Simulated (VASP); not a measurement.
# BeS (I-4m2) in VASP: notebook, part 2 of 2

VASP 6.6.1. The steps go on from the part before.

### 4 Single point, r2SCAN (epitaxial xy strain +4.0%)

POSCAR reads:

```
BeS
1.0
    0.0000000000      2.5316784796      2.3555199058
    2.5316784796      0.0000000000      2.3555199058
    2.5316784796      2.5316784796      0.0000000000
Be S
1 1
Direct
    0.0000000000      0.0000000000      0.0000000000
    0.2500000000      0.2500000000      0.2500000000
```

INCAR.step1 reads:

```
PREC = Accurate ; ENCUT = 520
ISMEAR = 0 ; SIGMA = 0.01
LREAL = F ; LASPH = T
NELM = 80 ; NBANDS = 11
GGA = PE ; ALGO = Normal
EDIFF = 1E-4 ; LWAVE = T
LCHARG = F
```

INCAR.step2 reads:

```
PREC = Accurate ; ENCUT = 520
EDIFF = 1E-6 ; ISMEAR = 0
SIGMA = 0.01 ; LREAL = F
LASPH = T ; NELM = 80
ALGO = Normal ; ISIF = 2
LWAVE = F ; LCHARG = F
METAGGA = R2SCAN ; LMIXTAU = T
NBANDS = 11 ; ISTART = 1
```

KPOINTS reads:

```
regular mesh
0
Gamma
  10 10 10
```

Potentials or basis: VASP PAW PBE potentials, release 64 (Be, S).

Command:

```console
> cat potpaw_PBE.64/Be/POTCAR potpaw_PBE.64/S/POTCAR > POTCAR
> cp INCAR.step1 INCAR
> mpirun -np 1 vasp_std > vasp.out
> cp INCAR.step2 INCAR
> mpirun -np 1 vasp_std > vasp.out
```

OUTCAR:

```text
PREC = Accurate
   ENCUT = 520
   EDIFF = 1E-6
   ISMEAR = 0
   LREAL = F
   LASPH = T
   NELM = 80
   ISIF = 2
   METAGGA = R2SCAN
   ISTART = 1

 ion  position               nearest neighbor table
   1  0.000  0.000  0.000-   2 2.14   2 2.14   2 2.14   2 2.14
   2  0.250  0.250  0.250-   1 2.14   1 2.14   1 2.14   1 2.14

  LATTYP: Found a body centered tetragonal cell.
 ALAT       =     3.5803340414
 C/A-ratio  =     1.3158101331

  Lattice vectors:

 A1 = (   0.0000000000,  -2.5316784796,  -2.3555199058)
 A2 = (   0.0000000000,   2.5316784796,  -2.3555199058)
 A3 = (   2.5316784796,   0.0000000000,   2.3555199058)

Analysis of symmetry for initial positions (statically):
=====================================================================
 Subroutine PRICEL returns:
 Original cell was already a primitive cell.

 Routine SETGRP: Setting up the symmetry group for a
 body centered tetragonal supercell.

 Subroutine GETGRP returns: Found  8 space group operations
 (whereof  8 operations were pure point group operations)
 out of a pool of 16 trial point group operations.

The static configuration has the point symmetry D_2d.

Analysis of symmetry for dynamics (positions and initial velocities):
=====================================================================
 Subroutine PRICEL returns:
 Original cell was already a primitive cell.

 Routine SETGRP: Setting up the symmetry group for a
 body centered tetragonal supercell.

 Subroutine GETGRP returns: Found  8 space group operations
 (whereof  8 operations were pure point group operations)
 out of a pool of 16 trial point group operations.

The dynamic configuration has the point symmetry D_2d.

 Subroutine INISYM returns: Found  8 space group operations
 (whereof  8 operations are pure point group operations),
 and found     1 'primitive' translations

----------------------------------------------------------------------------------------

                                     Primitive cell

  volume of cell :      30.1949

  direct lattice vectors                    reciprocal lattice vectors
     0.000000000  2.531678480  2.355519906    -0.197497433  0.197497433  0.212267363
     2.531678480  0.000000000  2.355519906     0.197497433 -0.197497433  0.212267363
     2.531678480  2.531678480  0.000000000     0.197497433  0.197497433 -0.212267363

  length of vectors
     3.458015320  3.458015320  3.580334041     0.350810355  0.350810355  0.350810355

  position of ions in fractional coordinates (direct lattice)
     0.000000000  0.000000000  0.000000000
     0.250000000  0.250000000  0.250000000

  ion indices of the primitive-cell ions
   primitive index   ion index
                 1           1
                 2           2

----------------------------------------------------------------------------------------

 KPOINTS: regular mesh

Automatic generation of k-mesh.
 Grid dimensions read from file:
 generate k-points for:   10   10   10

 Generating k-lattice:

  Cartesian coordinates                     Fractional coordinates (reciprocal lattice)
    -0.019749743  0.019749743  0.021226736     0.100000000  0.000000000  0.000000000
     0.019749743 -0.019749743  0.021226736     0.000000000  0.100000000  0.000000000
     0.019749743  0.019749743 -0.021226736    -0.000000000 -0.000000000  0.100000000

  Length of vectors
     0.035081036  0.035081036  0.035081036

  Shift w.r.t. Gamma in fractional coordinates (k-lattice)
     0.000000000  0.000000000  0.000000000

 Subroutine IBZKPT returns following result:
 ===========================================

 Found    102 irreducible k-points:

 Following reciprocal coordinates:
            Coordinates               Weight
  0.000000  0.000000  0.000000      1.000000
  0.100000 -0.000000  0.000000      8.000000
  0.200000 -0.000000  0.000000      8.000000
  0.300000 -0.000000  0.000000      8.000000
  0.400000  0.000000  0.000000      8.000000
  0.500000  0.000000  0.000000      4.000000
[... 16 lines left out ...]
  0.300000  0.300000  0.000000      2.000000
  0.400000  0.300000  0.000000      8.000000
 [... further k-points ...]
   k-points           NKPTS =    102   k-points in BZ     NKDIM =    102   number of bands    NBANDS=     11
   number of dos      NEDOS =    301   number of ions     NIONS =      2
   total plane-waves  NPLWV =  21952
   dimension x,y,z NGX =    28 NGY =   28 NGZ =   28
   dimension x,y,z NGXF=    56 NGYF=   56 NGZF=   56
   ions per type =               1   1
   NGX,Y,Z   is equivalent  to a cutoff of  13.46, 13.46, 13.00 a.u.
   NGXF,Y,Z  is equivalent  to a cutoff of  26.92, 26.92, 26.00 a.u.
 SYSTEM =  unknown system
   PREC   = accura    normal or accurate (medium, high low for compatibility)
   ISTART =      1    job   : 0-new  1-cont  2-samecut
   ICHARG =      0    charge: 1-file 2-atom 10-const
   ISPIN  =      1    spin polarized calculation?
   LNONCOLLINEAR =      F non collinear calculations
   LSORBIT =      F    spin-orbit coupling
   LASPH  =      T    aspherical Exc in radial PAW
   ENCUT  =  520.0 eV  38.22 Ry    6.18 a.u.   6.43  6.43  6.66*2*pi/ulx,y,z
   NELM   =     80;   NELMIN=  2; NELMDL=  0     # of ELM steps
   EDIFF  = 0.1E-05   stopping-criterion for ELM
   LREAL  =      F    real-space projection
[... 7 lines left out ...]
   TEBEG  =    0.0;   TEEND  =   0.0 temperature during run
   PSTRESS=    0.0 pullay stress
   NELECT =       8.0000    total number of electrons
   NUPDOWN=      -1.0000    fix difference up-down
   EMIN   =  10.00;   EMAX   =-10.00  energy-range for DOS
   EFERMI =   0.00;   METHOD = LEGACY
   ISMEAR =     0;   SIGMA  =   0.01  broadening in eV -4-tet -1-fermi 0-gaus
   EFERMI_NEDOS =   21; number of points for ismear=-14 and -15
   IALGO  =     38    algorithm
   IMIX   =      4    mixing-type and parameters
     AMIX     =   0.40;   BMIX     =  1.00
     AMIX_MAG =   1.60;   BMIX_MAG =  1.00
  volume/ion in A,a.u.               =      15.10       101.88
  Fermi-wavevector in a.u.,A,eV,Ry     =   1.051462  1.986975 15.042222  1.105572
  Thomas-Fermi vector in A             =   2.186506
   LORBIT       =      0    0 simple, 1 ext, 2 COOP (PROOUT), +10 PAW based schemes
   METAGGA = R2SCAN    functional components
   LHFCALC =     F    Hartree Fock is set to
   AEXX    =    0.0000 exact exchange contribution
   IVDW    =     0    specifies the selected vdW correction
   LEPSILON=     F    determine dielectric tensor
   LRPA    =     F    only Hartree local field effects (RPA)
 non-spin polarized calculation
 Gauss-broadening in eV      SIGMA  =   0.01
  energy-cutoff  :      520.00
  volume of cell :       30.19
 maximum number of plane-waves:       833
 NGX is ok and might be reduce to    28
   NGX = 13   NGY = 13   NGZ = 13

 number of electron       8.0000000 magnetization

 Free energy of the ion-electron system (eV)
  ---------------------------------------------------
  ext. energy  EPLUGINS =         0.00000000
  ---------------------------------------------------
  free energy    TOTEN  =       -14.74240438 eV

  energy without entropy =      -14.74240438  energy(sigma->0) =      -14.74240438

 E-fermi :   3.7563     XC(G=0):  -9.9410

 val. band max:        3.6189361255   @ k =   0.0000   0.0000   0.0000
 cond. band min:       6.7700445752   @ k =   0.5000   0.5000   0.0000
 fundamental gap:      3.1511084497
 Fermi energy:         3.7562545774

 k-point     1 :       0.0000    0.0000    0.0000
  band No.  band energies     occupation
      1     -10.5127      2.00000
      2       3.2869      2.00000
      3       3.2869      2.00000
      4       3.6189      2.00000
      5       9.5563      0.00000
      6       9.6643      0.00000
      7       9.7446      0.00000
      8       9.7446      0.00000
      9      15.9429      0.00000
     10      17.3042      0.00000
     11      18.8527      0.00000

 k-point     2 :       0.1000   -0.0000    0.0000
  band No.  band energies     occupation
      1     -10.4018      2.00000
      2       2.5984      2.00000
      3       3.1407      2.00000
      4       3.4306      2.00000
      5       9.4984      0.00000
      6       9.9363      0.00000
      7       9.9650      0.00000
      8      10.5424      0.00000
      9      15.5866      0.00000
     10      16.7074      0.00000
     11      18.8512      0.00000
[... 295 lines left out ...]
 k-point    24 :       0.4000    0.3000    0.0000
  band No.  band energies     occupation
      1      -8.8472      2.00000
      2      -0.5110      2.00000
      3       0.9342      2.00000
      4       0.9997      2.00000
      5       7.7687      0.00000
      6       9.4312      0.00000
      7      14.1271      0.00000
      8      14.1349      0.00000
      9      18.0706      0.00000
     10      19.0493      0.00000
     11      21.2021      0.00000

 [... further k-points ...]
[... 5 lines left out ...]
  --------------------------------------------------------------------------------------
  -------------------------------------------------------------------------------------
  Total       -1.1226845     -1.1226845      0.0311639      0.0000000     -0.0000000      0.0000000
  in kB      -59.5709354    -59.5709354      1.6535947      0.0000000     -0.0000000      0.0000000
  external PRESSURE =     -39.1627587 kB  Pullay stress =       0.0000000 kB

 VOLUME and BASIS-vectors are now :
 -----------------------------------------------------------------------------
  energy-cutoff  :      520.00
  volume of cell :       30.19
      direct lattice vectors                 reciprocal lattice vectors
     0.000000000  2.531678480  2.355519906    -0.197497433  0.197497433  0.212267363
     2.531678480  0.000000000  2.355519906     0.197497433 -0.197497433  0.212267363
     2.531678480  2.531678480  0.000000000     0.197497433  0.197497433 -0.212267363

 POSITION                                       TOTAL-FORCE (eV/Angst)
 -----------------------------------------------------------------------------------
      0.00000      0.00000      0.00000         0.000000     -0.000000      0.000000
      1.26584      1.26584      1.17776        -0.000000      0.000000     -0.000000
 -----------------------------------------------------------------------------------
    total drift:                                0.000000      0.000000      0.000000

  FREE ENERGIE OF THE ION-ELECTRON SYSTEM (eV)
  ---------------------------------------------------
  free  energy   TOTEN  =       -14.7424043784 eV

  energy  without entropy=      -14.7424043784  energy(sigma->0) =      -14.74240438
```

OUTCAR.step1:

```text
PREC = Accurate
   ENCUT = 520
   ISMEAR = 0
   LREAL = F
   LASPH = T
[... 558 lines left out ...]
 -----------------------------------------------------------------------------------
      0.00000      0.00000      0.00000         0.000000      0.000000      0.000000
      1.26584      1.26584      1.17776        -0.000000     -0.000000      0.000000
 -----------------------------------------------------------------------------------
    total drift:                               -0.000000     -0.000000     -0.000000

  FREE ENERGIE OF THE ION-ELECTRON SYSTEM (eV)
  ---------------------------------------------------
  free  energy   TOTEN  =        -9.9717715924 eV

  energy  without entropy=       -9.9717715924  energy(sigma->0) =       -9.97177159
```

OSZICAR.step1:

```text
N       E                     dE             d eps       ncg     rms          rms(c)
DAV:   1     0.209559106304E+02    0.20956E+02   -0.38462E+03  2244   0.621E+02
DAV:   2    -0.893902180252E+01   -0.29895E+02   -0.28842E+02  3101   0.116E+02
DAV:   3    -0.101116367429E+02   -0.11726E+01   -0.11705E+01  2833   0.230E+01
DAV:   4    -0.101189992717E+02   -0.73625E-02   -0.73611E-02  2770   0.214E+00
DAV:   5    -0.101190595282E+02   -0.60257E-04   -0.60255E-04  2924   0.185E-01    0.524E+00
DAV:   6    -0.100008574710E+02    0.11820E+00   -0.13177E-01  2550   0.164E+00    0.359E+00
DAV:   7    -0.997032974988E+01    0.30528E-01   -0.96835E-02  2683   0.160E+00    0.109E+00
DAV:   8    -0.997170077048E+01   -0.13710E-02   -0.68020E-03  3021   0.407E-01    0.114E-01
DAV:   9    -0.997177159243E+01   -0.70822E-04   -0.48625E-04  2731   0.138E-01
   1 F= -.99717716E+01 E0= -.99717716E+01  d E =-.373941E-85
```

Wall time 72 s (1 thread of Intel Xeon 6975P-C (Granite Rapids), shared host); peak memory 0.17 GiB.

Results:

```yaml
Free_energy: -14.7424 eV
Pressure: -3.9 GPa
Band_gap_on_the_k_mesh: 3.15 eV, indirect (least direct gap 5.94 eV)
```

Caveat: the cell differs from its parent crystal (epitaxial xy strain +4.0%); the PAW data sets were made with another functional, which shifts forces and pressure a little.

### 5 Single point, HSE06 (epitaxial xy strain +4.0%)

POSCAR is that of step 4.

INCAR.step1 reads:

```
PREC = Accurate ; ENCUT = 520
EDIFF = 1E-5 ; ISMEAR = 0
SIGMA = 0.01 ; LREAL = False
LASPH = True ; NELM = 100
ALGO = Normal ; ISIF = 2
LWAVE = True ; LCHARG = False
GGA = PE ; NBANDS = 11
```

INCAR.step2 reads:

```
PREC = Accurate ; ENCUT = 520
EDIFF = 1E-6 ; ISMEAR = 0
SIGMA = 0.01 ; LREAL = False
LASPH = True ; NELM = 100
ALGO = Normal ; ISIF = 2
LWAVE = False ; LCHARG = False
GGA = PE ; LHFCALC = True
HFSCREEN = 0.2079 ; PRECFOCK = Normal
ISTART = 1 ; NBANDS = 11
```

KPOINTS reads:

```
regular mesh
0
Gamma
  6 6 6
```

Potentials or basis: VASP PAW PBE potentials, release 64 (Be, S).

Command:

```console
> cat potpaw_PBE.64/Be/POTCAR potpaw_PBE.64/S/POTCAR > POTCAR
> cp INCAR.step1 INCAR
> mpirun -np 1 vasp_std > vasp.out
> cp INCAR.step2 INCAR
> mpirun -np 1 vasp_std > vasp.out
```

OUTCAR:

```text
PREC = Accurate
   ENCUT = 520
   EDIFF = 1E-6
   ISMEAR = 0
   LREAL = False
   LASPH = True
   NELM = 100
   ISIF = 2
   GGA = PE
   LHFCALC = True
   HFSCREEN = 0.2079
   PRECFOCK = Normal
   ISTART = 1

 ion  position               nearest neighbor table
   1  0.000  0.000  0.000-   2 2.14   2 2.14   2 2.14   2 2.14
   2  0.250  0.250  0.250-   1 2.14   1 2.14   1 2.14   1 2.14

  LATTYP: Found a body centered tetragonal cell.
 ALAT       =     3.5803340414
 C/A-ratio  =     1.3158101331

  Lattice vectors:

[... 523 lines left out ...]
      6      10.5567      0.00000
      7      14.2268      0.00000
      8      15.5040      0.00000
      9      17.8449      0.00000
     10      19.4334      0.00000
     11      20.6501      0.00000

 [... further k-points ...]
[... 5 lines left out ...]
  --------------------------------------------------------------------------------------
  -------------------------------------------------------------------------------------
  Total       -1.3578439     -1.3578439     -0.1609324      0.0000000      0.0000000      0.0000000
  in kB      -72.0487667    -72.0487667     -8.5392592      0.0000000      0.0000000      0.0000000
  external PRESSURE =     -50.8789308 kB  Pullay stress =       0.0000000 kB

 VOLUME and BASIS-vectors are now :
 -----------------------------------------------------------------------------
  energy-cutoff  :      520.00
  volume of cell :       30.19
      direct lattice vectors                 reciprocal lattice vectors
     0.000000000  2.531678480  2.355519906    -0.197497433  0.197497433  0.212267363
     2.531678480  0.000000000  2.355519906     0.197497433 -0.197497433  0.212267363
     2.531678480  2.531678480  0.000000000     0.197497433  0.197497433 -0.212267363

 POSITION                                       TOTAL-FORCE (eV/Angst)
 -----------------------------------------------------------------------------------
      0.00000      0.00000      0.00000        -0.000000     -0.000000     -0.000000
      1.26584      1.26584      1.17776         0.000000      0.000000      0.000000
 -----------------------------------------------------------------------------------
    total drift:                               -0.000000     -0.000000      0.000000

  FREE ENERGIE OF THE ION-ELECTRON SYSTEM (eV)
  ---------------------------------------------------
  free  energy   TOTEN  =       -11.3316892149 eV

  energy  without entropy=      -11.3316892149  energy(sigma->0) =      -11.33168921
```

OUTCAR.step1:

```text
PREC = Accurate
   ENCUT = 520
   EDIFF = 1E-5
   ISMEAR = 0
   LREAL = False
[... 560 lines left out ...]
      0.00000      0.00000      0.00000        -0.000000     -0.000000     -0.000000
      1.26584      1.26584      1.17776         0.000000      0.000000      0.000000
 -----------------------------------------------------------------------------------
    total drift:                               -0.000000     -0.000000      0.000000

  FREE ENERGIE OF THE ION-ELECTRON SYSTEM (eV)
  ---------------------------------------------------
  free  energy   TOTEN  =        -9.9693082050 eV

  energy  without entropy=       -9.9693082050  energy(sigma->0) =       -9.96930821
```

Wall time 14 min (1 thread of Intel Xeon Platinum 8259CL at 2.50GHz (Skylake/Cascade Lake), shared host); peak memory 0.26 GiB.

What came out:

* Free energy: -11.3317 eV
* Pressure: -5.1 GPa
* Band gap on the k mesh: 3.63 eV, indirect (least direct gap 6.32 eV)

Caveat: the cell differs from its parent crystal (epitaxial xy strain +4.0%); the PAW data sets were made with another functional, which shifts forces and pressure a little.

### 6 Overview

| level | k mesh | smearing | grid for exact exchange (PRECFOCK) | screening parameter | gap on the mesh (eV) | pressure (GPa) |
| --- | --- | --- | --- | --- | --- | --- |
| PBE | 6 × 6 × 6 | gaussian 0.01 eV | - | - | 2.70 | -3.5 |
| PBE | 10 × 10 × 10 | fermi-dirac 0.02 eV | - | - | 2.71 | -3.6 |
| r2SCAN | 10 × 10 × 10 | gaussian 0.01 eV | - | - | 3.15 | -3.9 |
| HSE06 | 6 × 6 × 6 | gaussian 0.01 eV | Normal | 0.2079 1/Å | 3.63 | -5.1 |

Alike in all rows: task single point; potentials or basis VASP PAW PBE potentials, release 64 (Be, S); no spin polarisation; cell as given; cutoff (eV) 520.

Caveats: the PAW data sets were made with another functional, which shifts forces and pressure a little (some runs).

Total energies depend on the potentials used, so only differences within one code and one set of settings carry meaning.
